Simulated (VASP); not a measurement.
# GaAs (F-43m) in VASP: vibrations by perturbation theory with LDA

Aim: the vibrations by perturbation theory of GaAs with LDA.

All numbers are computed with VASP 6.6.1; they aren't measurements. Logs are shortened: lines on timing, memory, paths and dates and some standing lists are left out, and cuts for length are marked.

### Step 1. The cell of the first run

It takes space group F-43m (No. 216, cubic). Conventional cell: a = 5.603 Å, b = 5.603 Å, c = 5.603 Å, α = 90.00°, β = 90.00°, γ = 90.00°. Ga (site symmetry -43m) has 4 As at 2.43 Å within 3.2 Å. Within 3.2 Å of As (site symmetry -43m) lie 4 Ga at 2.43 Å.

### Step 2. Vibrations by perturbation theory, LDA

INCAR

```
PREC = Accurate
ENCUT = 510
EDIFF = 1E-8
ISMEAR = 0
SIGMA = 0.01
LREAL = F
LASPH = T
NELM = 120
ALGO = Normal
ISIF = 2
LWAVE = F
LCHARG = F
GGA = CA
IBRION = 8
NSW = 1
LEPSILON = T
GGA_COMPAT = F
```

KPOINTS

```
Automatic mesh
0
Gamma
  10 10 10
```

POSCAR

```
GaAs
1.0
    0.0000000000      2.8015691295      2.8015691295
    2.8015691295      0.0000000000      2.8015691295
    2.8015691295      2.8015691295      0.0000000000
Ga As
1 1
Direct
    0.0000000000      0.0000000000      0.0000000000
    0.7500000000      0.7500000000      0.7500000000
```

Potentials or basis: VASP PAW LDA potentials, release 64 (Ga_d, As_d).

Started as:

```
cat potpaw_LDA.64/Ga_d/POTCAR potpaw_LDA.64/As_d/POTCAR > POTCAR
mpirun -np 1 vasp_std > vasp.out
```

OUTCAR:

```text
PREC = Accurate
   ENCUT = 510
   EDIFF = 1E-8
   ISMEAR = 0
   LREAL = F
   LASPH = T
   NELM = 120
   ISIF = 2
   GGA = CA
   IBRION = 8
   NSW = 1
   LEPSILON = T

 ion  position               nearest neighbor table
   1  0.000  0.000  0.000-   2 2.43   2 2.43   2 2.43   2 2.43
   2  0.750  0.750  0.750-   1 2.43   1 2.43   1 2.43   1 2.43

  LATTYP: Found a face centered cubic cell.
 ALAT       =     5.6031382590

  Lattice vectors:

 A1 = (   0.0000000000,   2.8015691295,   2.8015691295)
 A2 = (   2.8015691295,   0.0000000000,   2.8015691295)
 A3 = (   2.8015691295,   2.8015691295,   0.0000000000)

Analysis of symmetry for initial positions (statically):
=====================================================================
 Subroutine PRICEL returns:
 Original cell was already a primitive cell.

 Routine SETGRP: Setting up the symmetry group for a
 face centered cubic supercell.

 Subroutine GETGRP returns: Found 24 space group operations
 (whereof 24 operations were pure point group operations)
 out of a pool of 48 trial point group operations.

The static configuration has the point symmetry T_d .

Analysis of symmetry for dynamics (positions and initial velocities):
=====================================================================
 Subroutine PRICEL returns:
 Original cell was already a primitive cell.

 Routine SETGRP: Setting up the symmetry group for a
 face centered cubic supercell.

 Subroutine GETGRP returns: Found 24 space group operations
 (whereof 24 operations were pure point group operations)
 out of a pool of 48 trial point group operations.

The dynamic configuration has the point symmetry T_d .

 Subroutine INISYM returns: Found 24 space group operations
 (whereof 24 operations are pure point group operations),
 and found     1 'primitive' translations

----------------------------------------------------------------------------------------
[... 735 lines left out ...]
     0.00000  0.00606  6.76968
     0.00000  6.76968  0.00606

 MACROSCOPIC STATIC DIELECTRIC TENSOR (including local field effects in DFT)
 ------------------------------------------------------
          21.243167    -0.000000    -0.000000
          -0.000000    21.243167     0.000000
           0.000000    -0.000000    21.243167
 ------------------------------------------------------

 PIEZOELECTRIC TENSOR (including local field effects)  for field in x, y, z        (e  Angst)
          XX          YY          ZZ          XY          YZ          ZX
  --------------------------------------------------------------------------------
  x     0.00000    -0.00000    -0.00000     0.00000     2.91726     0.00000
  y     0.00000     0.00000    -0.00000     0.00000     0.00000     2.91726
  z     0.00000     0.00000     0.00000     2.91726     0.00000     0.00000

 PIEZOELECTRIC TENSOR (including local field effects)  for field in x, y, z        (C/m^2)
          XX          YY          ZZ          XY          YZ          ZX
  --------------------------------------------------------------------------------
  x     0.00000    -0.00000    -0.00000     0.00000     1.06280     0.00000
  y     0.00000     0.00000    -0.00000     0.00000     0.00000     1.06280
  z     0.00000     0.00000     0.00000     1.06280     0.00000     0.00000

 BORN EFFECTIVE CHARGES (including local field effects) (in |e|, cummulative output)
 ---------------------------------------------------------------------------------
 ion    1
    1     2.13765     0.00000     0.00000
    2    -0.00000     2.13765    -0.00000
    3     0.00000     0.00000     2.13765
 ion    2
    1    -2.13765     0.00000    -0.00000
    2     0.00000    -2.13765     0.00000
    3    -0.00000     0.00000    -2.13765

 INTERNAL STRAIN TENSOR FOR ION    2 for displacements in x,y,z  (eV/Angst):
          X           Y           Z          XY          YZ          ZX
  --------------------------------------------------------------------------------
  x    -0.00000     0.00000     0.00000     0.00000     6.76968     0.00000
  y     0.00000     0.00000     0.00000     0.00000     0.00000     6.76968
  z     0.00000     0.00000    -0.00000     6.76968     0.00000     0.00000

 SECOND DERIVATIVES (NOT SYMMETRIZED)
 ------------------------------------
               1X          1Y          1Z          2X          2Y          2Z
  1X    -9.737254    0.000000    0.000000    9.737254    0.000000    0.000000
  1Y     0.000000   -9.737254    0.000000    0.000000    9.737254    0.000000
  1Z     0.000000    0.000000   -9.737254    0.000000    0.000000    9.737254
  2X     9.745796    0.000000    0.000000   -9.745796    0.000000    0.000000
  2Y     0.000000    9.745796    0.000000    0.000000   -9.745796    0.000000
  2Z     0.000000    0.000000    9.745796    0.000000    0.000000   -9.745796

 Eigenvectors and eigenvalues of the dynamical matrix
 ----------------------------------------------------

   1 f  =    8.119322 THz    51.015207 2PiTHz  270.831444 cm-1    33.578804 meV
             X         Y         Z           dx          dy          dz
      0.000000  0.000000  0.000000    -0.719550    0.000000    0.000000
      4.202354  4.202354  4.202354     0.694440    0.000000    0.000000
[... 21 lines left out ...]
   6 f/i=    0.001779 THz     0.011176 2PiTHz    0.059331 cm-1     0.007356 meV
             X         Y         Z           dx          dy          dz
      0.000000  0.000000  0.000000     0.000000   -0.633876   -0.283635
      4.202354  4.202354  4.202354     0.000000   -0.656796   -0.293890

--------------------------------------------------------------------------------------------------------

 MACROSCOPIC STATIC DIELECTRIC TENSOR IONIC CONTRIBUTION
 ------------------------------------------------------
           1.930094     0.000000     0.000000
           0.000000     1.930094    -0.000000
           0.000000    -0.000000     1.930094
 ------------------------------------------------------

 ELASTIC MODULI CONTR FROM IONIC RELAXATION (kBar)
 Direction    XX          YY          ZZ          XY          YZ          ZX
 --------------------------------------------------------------------------------
 XX          -0.0000      0.0000     -0.0000      0.0000      0.0000      0.0000
 YY           0.0000     -0.0000     -0.0000      0.0000     -0.0000     -0.0000
 ZZ          -0.0000     -0.0000     -0.0000      0.0000      0.0000     -0.0000
 XY           0.0000      0.0000      0.0000   -169.4725     -0.0000      0.0000
 YZ           0.0000     -0.0000      0.0000     -0.0000   -169.4725     -0.0000
 ZX           0.0000     -0.0000     -0.0000      0.0000     -0.0000   -169.4725
 --------------------------------------------------------------------------------

 PIEZOELECTRIC TENSOR IONIC CONTR  for field in x, y, z        (C/m^2)
          XX          YY          ZZ          XY          YZ          ZX
  --------------------------------------------------------------------------------
  x     0.00000    -0.00000     0.00000    -0.00000    -0.53816    -0.00000
  y     0.00000    -0.00000    -0.00000     0.00000    -0.00000    -0.53816
  z     0.00000     0.00000     0.00000    -0.53816    -0.00000     0.00000
```

OSZICAR:

```text
N       E                     dE             d eps       ncg     rms          rms(c)
DAV:   1     0.156004572627E+03    0.15600E+03   -0.14279E+04  1840   0.633E+03
DAV:   2     0.119755873444E+02   -0.14403E+03   -0.14111E+03  1700   0.669E+02
DAV:   3    -0.901561474356E+01   -0.20991E+02   -0.20738E+02  1904   0.150E+02
DAV:   4    -0.986138261521E+01   -0.84577E+00   -0.84309E+00  2002   0.323E+01
[... 283 lines left out ...]
RMM:  22    -0.116087349464E+00    0.41789E-07   -0.68941E-09 16246   0.235E-04    0.117E-05
RMM:  23    -0.116087332134E+00    0.17329E-07    0.56716E-09 15315   0.198E-04    0.758E-06
RMM:  24    -0.116087345440E+00   -0.13305E-07   -0.44779E-09 14107   0.168E-04    0.557E-06
RMM:  25    -0.116087352510E+00   -0.70707E-08   -0.56207E-10 13868   0.143E-04    0.355E-06
 Linear response finished
```

stdout:

```text
POSCAR found type information on POSCAR GaAs
 POSCAR found :  2 types and       2 ions
 scaLAPACK will be used
 LDA part: xc-table for (Slater(with rela. corr.)+CA(PZ))
 , standard interpolation
 POSCAR, INCAR and KPOINTS ok, starting setup
 FFT: planning ... GRIDC
 FFT: planning ... GRID_SOFT
 FFT: planning ... GRID
 WAVECAR not read
 entering main loop
[... 29 lines left out ...]
  Direction:   3
 dielectric tensor                  component  3 :     3.687     3.068    21.243
 Linear response DOF=           2
 Linear response progress:
 first order change of Fermi-energy   0.10839E-01
 force on displaced ion       1 direction 1 :  -9.737   0.000   0.000
 Born effective charge ion    1 direction 1 :   2.059   0.000   0.000
 Linear response progress:
 first order change of Fermi-energy  -0.10051E-01
 force on displaced ion       2 direction 1 :  -9.746  -0.000  -0.000
 Born effective charge ion    2 direction 1 :  -2.207   0.000   0.000
 Born effective charges drift removed
 Linear response finished
```

Run time: 15 min. Hardware: 1 thread of Intel Xeon 6975P-C (Granite Rapids), shared host; peak memory 0.43 GiB.

Results:

```yaml
Electronic_dielectric_tensor_diagonal: 21.24
Born_charges_mean_of_the_diagonal: Ga +2.14; As -2.14 e
Highest_phonon_frequency_at_Γ_LO-TO_splitting_left_out: 271 cm⁻¹
```

Phonon frequencies in cm⁻¹ (negative: imaginary):
| q point | frequencies |
| --- | --- |
| (0.000, 0.000, 0.000) | 0 0 0 271 271 271 |

Electronic dielectric tensor:
```
21.24  0.00  0.00
 0.00 21.24  0.00
 0.00  0.00 21.24
```

Born effective charge tensors (e):
atom 1, Ga
```
2.14 0.00 0.00
0.00 2.14 0.00
0.00 0.00 2.14
```
atom 2, As
```
-2.14  0.00  0.00
 0.00 -2.14  0.00
 0.00  0.00 -2.14
```
